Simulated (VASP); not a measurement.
Write the native input for VASP 6.6.1 that does the following.

| Quantity | Value |
| --- | --- |
| Task | single point |
| Functional | PBEsol |
| Potentials or basis | VASP PAW PBE potentials, release 64 (P) |
| Cutoff | 520 eV |
| k mesh | 18 × 18 × 18 |
| Occupations | gaussian, width 0.1 eV |
| Spin | no spin polarisation |
| Dipole correction | no |
| Further INCAR settings | ALGO = Normal; EDIFF = 1e-07; NBANDS = 8 |

The structure of P lies in POSCAR:

```
P
1.0
    2.4166539552      0.0000000000      0.0000000000
    0.0000000000      2.4166539552      0.0000000000
    0.0000000000      0.0000000000      2.4458288487
P
1
Direct
    0.0000000000      0.0000000000      0.0000000000
```

This isn't the form of P at room conditions, which is orthorhombic.

This cell differs from its parent crystal: uniaxial strain along c: +1.0 %, then relaxed in part.

One way to write it, as run:

INCAR

```
SYSTEM = P
PREC = Accurate ; ENCUT = 520
EDIFF = 1E-7 ; ISMEAR = 0
SIGMA = 0.1 ; LREAL = .FALSE.
LASPH = .TRUE. ; NELM = 100
ALGO = Normal ; ISIF = 2
LWAVE = .FALSE. ; LCHARG = .TRUE.
GGA = PS ; LELF = .TRUE.
LVHAR = .TRUE. ; NBANDS = 8
```

KPOINTS

```
regular mesh
0
G
  18 18 18
  0 0 0
```

Potentials or basis: VASP PAW PBE potentials, release 64 (P).

Run with:

```sh
$ cat potpaw_PBE.64/P/POTCAR > POTCAR
$ mpirun -np 1 vasp_std > vasp.out
```

It gave:

```json
{
  "Pressure": "-0.5 GPa",
  "Band gap on the k mesh": "zero (an odd number of electrons rules out a gap without spin polarisation)"
}
```

Caveat: the cell differs from its parent crystal (uniaxial strain along c: +1.0 %, then relaxed in part); the PAW data sets were made with another functional, which shifts forces and pressure a little; an odd number of electrons without spin polarisation forces a metal; a magnetic or distorted state may lie lower.

Run time: 26 s on 1 thread of Intel(R) Xeon(R) Platinum 8259CL CPU @ 2.50GHz (Skylake/Cascade Lake), on a shared host, peak memory 0.15 GiB.
